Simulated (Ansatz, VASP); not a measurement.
Given: the input of a run of VASP 6.6.1 on SiC.

POSCAR

```
SiC
1.0
    3.0760000000      0.0000000000      0.0000000000
   -1.5380000000      2.6638941420      0.0000000000
    0.0000000000      0.0000000000      5.0480000000
Si C
2 2
Direct
    0.6666666667      0.3333333333      0.5000000000
    0.3333333333      0.6666666667      0.0000000000
    0.6666666667      0.3333333333      0.8850000000
    0.3333333333      0.6666666667      0.3850000000
```

Contents of INCAR.step1:

```
SYSTEM = SiC
ALGO     = Normal         ! electronic algorithm
EDIFF    = 1E-5           ! SCF threshold, eV
ENCUT    = 520            ! plane-wave cutoff, eV
GGA      = PE             ! functional
ISIF     = 2              ! what is computed and relaxed
ISMEAR   = -1             ! smearing method
LASPH    = .True.         ! aspherical terms in the spheres
LCHARG   = .False.        ! write CHGCAR
LREAL    = .False.        ! projectors in reciprocal space
LWAVE    = .True.         ! write WAVECAR
NBANDS   = 16             ! bands
NELM     = 80             ! most SCF steps
PREC     = Accurate       ! precision mode
SIGMA    = 0.05           ! smearing width, eV
```

The input INCAR.step2:

```
SYSTEM = SiC
AEXX     = 0.05           ! exact-exchange fraction
ALGO     = Normal         ! electronic algorithm
EDIFF    = 1E-6           ! SCF threshold, eV
ENCUT    = 520            ! plane-wave cutoff, eV
GGA      = PE             ! functional
HFSCREEN = 0.2            ! screening, 1/A
ISIF     = 2              ! what is computed and relaxed
ISMEAR   = -1             ! smearing method
ISTART   = 1            
LASPH    = .True.         ! aspherical terms in the spheres
LCHARG   = .False.        ! write CHGCAR
LHFCALC  = .True.         ! exact exchange
LREAL    = .False.        ! projectors in reciprocal space
LWAVE    = .False.        ! write WAVECAR
NBANDS   = 16             ! bands
NELM     = 80             ! most SCF steps
PREC     = Accurate       ! precision mode
PRECFOCK = Normal       
SIGMA    = 0.05           ! smearing width, eV
```

KPOINTS

```
k-points
0
Gamma
  5 5 3
  0 0 0
```

Potentials or basis: VASP PAW PBE potentials, release 64 (Si, C).

Run with:

```console
$ cat potpaw_PBE.64/Si/POTCAR potpaw_PBE.64/C/POTCAR > POTCAR
$ cp INCAR.step1 INCAR
$ mpirun -np 1 vasp_std > vasp.out
$ cp INCAR.step2 INCAR
$ mpirun -np 1 vasp_std > vasp.out
```

Problem. Set up the same calculation for Ansatz 0.2.0. Potentials there: Ansatz PAW.

Solution. As run (the cutoff follows the program's own potentials):

Contents of input.yaml:

```yaml
crystal:
  lattice:
    - [3.076, 0.0, 0.0]
    - [-1.538, 2.663894142, 0.0]
    - [0.0, 0.0, 5.048]
  atoms:
    - { symbol: Si, position: [0.6666666667, 0.3333333333, 0.5] }
    - { symbol: Si, position: [0.3333333333, 0.6666666667, 0.0] }
    - { symbol: C, position: [0.6666666667, 0.3333333333, 0.885] }
    - { symbol: C, position: [0.3333333333, 0.6666666667, 0.385] }
hamiltonian:
  xc: { exchange: pbe, correlation: pbe, exx: { coeff: 0.05, omega: 0.2 } }
  pseudopotentials: { kind: paw }
kpoints:
  mp_grid: { grid: [5, 5, 3] }
scf:
  occupations: { method: fermi_dirac, width: 0.05 }
output:
  forces: true
  stress: true
  eigenvalues: true
```

Potentials or basis: Ansatz PAW.

Run with:

```sh
$ ansatz run input.yaml --threads 2 --pin off --max-ram 5632MiB --backend cpu --events-out ev --progress --plain --runs-dir out
```

Both were run:

|  | VASP | Ansatz | Ansatz less VASP |
| --- | --- | --- | --- |
| gap on the k mesh at the Fermi level (eV) | 2.99 | 2.99 | +0.001 |
| least direct gap on the mesh (eV) | 4.41 | 4.41 | +0.002 |
| pressure (GPa) | 2.6 | 2.7 | +0.13 |
| traceless stress, the component that is largest in VASP (GPa) | -3.34 | -3.37 | -0.034 |
| rms of the force components (eV/Å) | 0.429 | 0.429 | 0.0000 |

VASP's potentials were made for PBE, not for PBE-based screened hybrid. Atom by atom the forces differ by 0.000 eV/Å (rms over components). With one functional, cell and mesh, what is left measures potentials, basis and numerics.

The k mesh is coarse, so the values compare programs but aren't converged. Noted on Ansatz's run: odd divisions of the mesh miss points on the zone boundary, where band edges often lie, so the gap on the mesh can be too wide.
